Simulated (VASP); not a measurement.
# K2S (Fm-3m) in VASP: a series of runs, part 2 of 2

VASP 6.6.1.

## (3) Single point, HSE06

This run uses another cell than the first one, of 34.07 Å³/atom.

File POSCAR:

```
K2S
1.0
    0.0000000000      3.7110722104      3.7110722104
    3.7110722104      0.0000000000      3.7110722104
    3.7110722104      3.7110722104      0.0000000000
K S
2 1
Direct
    0.7500000000      0.7500000000      0.7500000000
    0.2500000000      0.2500000000      0.2500000000
    0.0000000000      0.0000000000      0.0000000000
```

File INCAR.step1:

```
PREC     = Accurate       # precision mode
ENCUT    = 400            # plane-wave cutoff, eV
EDIFF    = 1E-5           # SCF threshold, eV
ISMEAR   = -1             # smearing method
SIGMA    = 0.02           # smearing width, eV
LREAL    = F              # projectors in reciprocal space
LASPH    = T              # aspherical terms in the spheres
NELM     = 120            # most SCF steps
ALGO     = Normal         # electronic algorithm
ISIF     = 2              # what is computed and relaxed
LWAVE    = T              # write WAVECAR
LCHARG   = F              # write CHGCAR
NBANDS   = 19             # bands
GGA      = PE             # functional
GGA_COMPAT= F
```

File INCAR.step2:

```
PREC     = Accurate       # precision mode
ENCUT    = 400            # plane-wave cutoff, eV
EDIFF    = 1E-6           # SCF threshold, eV
ISMEAR   = -1             # smearing method
SIGMA    = 0.02           # smearing width, eV
LREAL    = F              # projectors in reciprocal space
LASPH    = T              # aspherical terms in the spheres
NELM     = 120            # most SCF steps
ALGO     = Normal         # electronic algorithm
ISIF     = 2              # what is computed and relaxed
LWAVE    = F              # write WAVECAR
LCHARG   = F              # write CHGCAR
GGA      = PE             # functional
LHFCALC  = T              # exact exchange
HFSCREEN = 0.2079         # screening, 1/A
PRECFOCK = Normal       
NBANDS   = 19             # bands
ISTART   = 1            
GGA_COMPAT= F
```

File KPOINTS:

```
Automatic mesh
0
Gamma
  4 4 4
```

Potentials or basis: VASP PAW PBE potentials, release 64 (K_sv, S).

Started as:

```bash
> cat potpaw_PBE.64/K_sv/POTCAR potpaw_PBE.64/S/POTCAR > POTCAR
> cp INCAR.step1 INCAR
> mpirun -np 1 vasp_std > vasp.out
> cp INCAR.step2 INCAR
> mpirun -np 1 vasp_std > vasp.out
```

OUTCAR:

```text
PREC = Accurate
   ENCUT = 400
   EDIFF = 1E-6
   ISMEAR = -1
   LREAL = F
   LASPH = T
   NELM = 120
   ISIF = 2
   GGA = PE
   LHFCALC = T
   HFSCREEN = 0.2079
   PRECFOCK = Normal
   ISTART = 1

 ion  position               nearest neighbor table
   1  0.750  0.750  0.750-   3 3.21   3 3.21   3 3.21   3 3.21   2 3.71   2 3.71   2 3.71   2 3.71
                             2 3.71   2 3.71
   2  0.250  0.250  0.250-   3 3.21   3 3.21   3 3.21   3 3.21   1 3.71   1 3.71   1 3.71   1 3.71
                             1 3.71   1 3.71
[... 362 lines left out ...]

  FORCE on cell =-STRESS in cart. coord.  units (eV):
  Direction    XX          YY          ZZ          XY          YZ          ZX
  --------------------------------------------------------------------------------------
  -------------------------------------------------------------------------------------
  Total        0.0414460      0.0414460      0.0414460      0.0000000      0.0000000      0.0000000
  in kB        0.6496289      0.6496289      0.6496289      0.0000000      0.0000000      0.0000000
  external PRESSURE =       0.6496289 kB  Pullay stress =       0.0000000 kB

 VOLUME and BASIS-vectors are now :
 -----------------------------------------------------------------------------
  energy-cutoff  :      400.00
  volume of cell :      102.22
      direct lattice vectors                 reciprocal lattice vectors
     0.000000000  3.711072210  3.711072210    -0.134731951  0.134731951  0.134731951
     3.711072210  0.000000000  3.711072210     0.134731951 -0.134731951  0.134731951
     3.711072210  3.711072210  0.000000000     0.134731951  0.134731951 -0.134731951

 POSITION                                       TOTAL-FORCE (eV/Angst)
 -----------------------------------------------------------------------------------
      5.56661      5.56661      5.56661        -0.000000     -0.000000     -0.000000
      1.85554      1.85554      1.85554         0.000000      0.000000      0.000000
      0.00000      0.00000      0.00000        -0.000000     -0.000000     -0.000000
 -----------------------------------------------------------------------------------
    total drift:                               -0.000001     -0.000002     -0.000002

  FREE ENERGIE OF THE ION-ELECTRON SYSTEM (eV)
  ---------------------------------------------------
  free  energy   TOTEN  =       -10.8461509815 eV

  energy  without entropy=      -10.8461509815  energy(sigma->0) =      -10.84615098
```

Wall time 21 min (1 thread of Intel Xeon Platinum 8375C at 2.90GHz (Ice Lake), shared host); peak memory 0.32 GiB.

Results:

| Quantity | Value |
| --- | --- |
| Free energy | -10.8462 eV |
| Pressure | 0.1 GPa |
| Band gap on the k mesh | 3.29 eV (least direct gap 3.46 eV) |

Caveat: the PAW data sets were made with another functional, which shifts forces and pressure a little.

## (4) Single point, r2SCAN0

File POSCAR:

```
K2S
1.0
    0.0000000000      3.7027051400      3.7027051400
    3.7027051400      0.0000000000      3.7027051400
    3.7027051400      3.7027051400      0.0000000000
K S
2 1
Direct
    0.7500000000      0.7500000000      0.7500000000
    0.2500000000      0.2500000000      0.2500000000
    0.0000000000      0.0000000000      0.0000000000
```

File INCAR.step1:

```
  PREC = Accurate
  ENCUT = 440
  EDIFF = 1E-5
  ISMEAR = 0
  SIGMA = 0.01
  LREAL = F
  LASPH = T
  NELM = 120
  ALGO = Normal
  ISIF = 2
  LWAVE = T
  NBANDS = 19
  GGA = PE
  GGA_COMPAT = F
```

File INCAR.step2:

```
  PREC = Accurate
  ENCUT = 440
  EDIFF = 1E-6
  ISMEAR = 0
  SIGMA = 0.01
  LREAL = F
  LASPH = T
  NELM = 120
  ALGO = Normal
  ISIF = 2
  LWAVE = F
  LCHARG = T
  METAGGA = R2SCAN
  LHFCALC = T
  AEXX = 0.25
  LMIXTAU = T
  PRECFOCK = Normal
  LELF = T
  LVHAR = T
  NBANDS = 19
  ISTART = 1
  GGA_COMPAT = F
```

File KPOINTS:

```
regular mesh
0
Gamma
  4 4 4
```

Started as:

```bash
> cat potpaw_PBE.64/K_sv/POTCAR potpaw_PBE.64/S/POTCAR > POTCAR
> cp INCAR.step1 INCAR
> mpirun -np 1 vasp_std > vasp.out
> cp INCAR.step2 INCAR
> mpirun -np 1 vasp_std > vasp.out
```

It took 30 min on 1 thread of Intel Xeon Platinum 8375C at 2.90GHz (Ice Lake), shared host; peak memory 0.24 GiB.

It converged, with:

```
Free energy            : -22.4939 eV
Pressure               : -0.1 GPa
Band gap on the k mesh : 4.19 eV (least direct gap 4.37 eV)
```

Levels at points of the mesh, in eV from the valence-band top:
```tsv
k point	band 10	band 11	band 12	band 13	band 14	band 15
(0.00, 0.00, 0.00)	-0.18	-0.18	-0.18	4.19	7.74	7.74
(0.50, 0.00, 0.00)	-0.65	-0.06	-0.06	6.53	7.15	7.95
(0.50, 0.50, 0.00)	-0.76	0.00	0.00	5.22	7.57	8.91
```

Caveat: the PAW data sets were made with another functional, which shifts forces and pressure a little.

## (5) Summary

```csv
level,cell,cutoff (eV),smearing,screening parameter,gap on the mesh (eV),pressure (GPa)
PBE0,"a = 5.236 Å, angles 60.0°, 3 atoms",400,gaussian 0.01 eV,-,4.02,0.1
HSE06,"a = 5.248 Å, angles 60.0°, 3 atoms",400,fermi-dirac 0.02 eV,0.2079 1/Å,3.29,0.1
r2SCAN0,"a = 5.236 Å, angles 60.0°, 3 atoms",440,gaussian 0.01 eV,-,4.19,-0.1
```

Alike in all rows: task single point; potentials or basis VASP PAW PBE potentials, release 64 (K_sv, S); no spin polarisation; k mesh 4 × 4 × 4.

Caveats: the PAW data sets were made with another functional, which shifts forces and pressure a little.

Absolute energies hang on the potentials; compare differences alone.
